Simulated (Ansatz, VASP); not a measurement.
**One calculation of LiH, two programs**

```
CELL_PARAMETERS angstrom
0.00000 2.07315 2.03250
2.07315 0.00000 2.03250
2.07315 2.07315 0.00000
ATOMIC_POSITIONS crystal
Li 0.00000 0.00000 0.00000
H 0.50000 0.50000 0.50000
```

Change from the starting cell: strain +0.0200 x Voigt [1, 1, 0, 0, 0, 0], atoms carried along.

Alike in both runs: task single point; functional PBE; k mesh 10 × 10 × 10; occupations gaussian, width 0.05 eV; no spin polarisation.

|  | VASP | Ansatz |
| --- | --- | --- |
| version | VASP 6.6.1 | Ansatz 0.2.0 |
| potentials or method | VASP PAW PBE potentials, release 64 (Li_sv, H), cutoff 520 eV | scalar-relativistic, plane waves, PAW |
| valence electrons in the cell | 4 | 4 |

```tsv
	VASP	Ansatz	Ansatz less VASP
gap on the k mesh at the Fermi level (eV)	2.85	2.86	+0.007
least direct gap on the mesh (eV)	3.00	3.01	+0.008
```

Noted on VASP's run: the cutoff is short for stress, so the pressure is rough.
